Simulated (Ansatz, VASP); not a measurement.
# One calculation of HfO2, two programs

File INCAR:

```
SYSTEM = HfO2
PREC = Accurate
ENCUT = 520
EDIFF = 1E-6
ISMEAR = 0
SIGMA = 0.05
LREAL = .False.
LASPH = .True.
NELM = 100
ALGO = Normal
ISIF = 2
LWAVE = .False.
LCHARG = .True.
GGA = PE
LELF = .True.
LVHAR = .True.
NBANDS = 31
```

KPOINTS

```
regular mesh
0
Gamma
  6 6 6
  0 0 0
```

File POSCAR:

```
HfO2
1.0
    0.0000000000     -2.5489194559     -2.5489194559
    0.0000000000      2.5489194559     -2.5489194559
    5.0978389119      0.0000000000      0.0000000000
Hf O
2 4
Direct
    0.5051394327      0.4948605673      0.5000000000
   -0.0051394327      0.0051394327      0.0000000000
    0.0000374893      0.5000374893      0.6807942040
    0.4999625107     -0.0000374893      0.3192057960
    0.0000374893      0.5000374893      0.1807942040
    0.4999625107     -0.0000374893      0.8192057960
```

Input for Ansatz:

```yaml
crystal:
  lattice:
    - [0.0, -2.5489194559, -2.5489194559]
    - [0.0, 2.5489194559, -2.5489194559]
    - [5.0978389119, 0.0, 0.0]
  atoms:
    - { symbol: Hf, position: [0.5051394327, 0.4948605673, 0.5] }
    - { symbol: Hf, position: [-0.0051394327, 0.0051394327, 0.0] }
    - { symbol: O, position: [3.74893e-05, 0.5000374893, 0.680794204] }
    - { symbol: O, position: [0.4999625107, -3.74893e-05, 0.319205796] }
    - { symbol: O, position: [3.74893e-05, 0.5000374893, 0.180794204] }
    - { symbol: O, position: [0.4999625107, -3.74893e-05, 0.819205796] }
basis:
  ecutwfc: 520.0
kpoints:
  mp_grid: { grid: [6, 6, 6] }
hamiltonian:
  xc: pbe
  pseudopotentials: { kind: paw, azcp: { folder: soft_1 } }
scf:
  occupations: { method: gaussian, width: 0.05 }
output:
  forces: true
  stress: true
  eigenvalues: true
```

Change from the starting cell: mode 1 frozen in at -0.353 Å and mode 5 at -0.026 Å (largest displacements).

Alike in both runs: task single point; functional PBE; k mesh 6 × 6 × 6; occupations gaussian, width 0.05 eV; no spin polarisation.

|  | VASP | Ansatz |
| --- | --- | --- |
| version | VASP 6.6.1 | Ansatz 0.2.0 |
| potentials or method | VASP PAW PBE potentials, release 64 (Hf_pv, O), cutoff 520 eV | scalar-relativistic, plane waves, PAW |
| valence electrons in the cell | 44 | 76 |

Ansatz gave:

| Quantity | Value |
| --- | --- |
| gap on the k mesh at the Fermi level (eV) | 4.42 |
| least direct gap on the mesh (eV) | 4.53 |
| pressure (GPa) | 11.3 |
| traceless stress, the component that is largest in VASP (GPa) | 7.35 |
| rms of the force components (eV/Å) | 0.380 |

Question: Estimate VASP's values.

Answer: gap on the k mesh at the Fermi level (eV): 4.37; least direct gap on the mesh (eV): 4.48; pressure (GPa): 8.0; traceless stress, the component that is largest in VASP (GPa): 7.69; rms of the force components (eV/Å): 0.359.

Atom by atom the forces differ by 0.023 eV/Å (rms over components). With one functional, cell and mesh, what is left measures potentials, basis and numerics. VASP's potentials hold 44 valence electrons a cell and Ansatz's 76, so a difference there can come from the potentials and not from the codes.

Spin-orbit coupling is off throughout.
